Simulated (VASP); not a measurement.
A run of VASP 6.6.1 is set up as follows.

Contents of INCAR:

```
PREC = Accurate
ENCUT = 520
EDIFF = 1E-7
ISMEAR = -1
SIGMA = 0.06122561905347299
LREAL = False
LASPH = True
NELM = 100
ALGO = Normal
ISIF = 2
LWAVE = False
LCHARG = False
GGA = PE
NBANDS = 20
```

Contents of KPOINTS:

```
regular mesh
0
Gamma
  21 21 21
```

Contents of POSCAR:

```
MnO2
1.0
    0.0000000000      2.3251941590      2.3251941590
    2.3251941590      0.0000000000      2.3251941590
    2.3251941590      2.3251941590      0.0000000000
Mn O
1 2
Direct
    0.0000000000      0.0000000000      0.0000000000
    0.2500000000      0.2500000000      0.2500000000
    0.7500000000      0.7500000000      0.7500000000
```

Potentials or basis: VASP PAW PBE potentials, release 64 (Mn_pv, O).

The run is started by

```console
$ cat potpaw_PBE.64/Mn_pv/POTCAR potpaw_PBE.64/O/POTCAR > POTCAR
$ mpirun -np 1 vasp_std > vasp.out
```

What does it give for the pressure?

-4.4 GPa.

Caveat: an odd number of electrons without spin polarisation forces a metal; a magnetic or distorted state may lie lower; the run has no spin polarisation, though such a crystal can be magnetic; semilocal functionals often make such compounds metallic where correlation or magnetic order opens a gap, which also shifts bond lengths. Spin polarisation is off, so any magnetic state and its effect on volume and gap are missing.
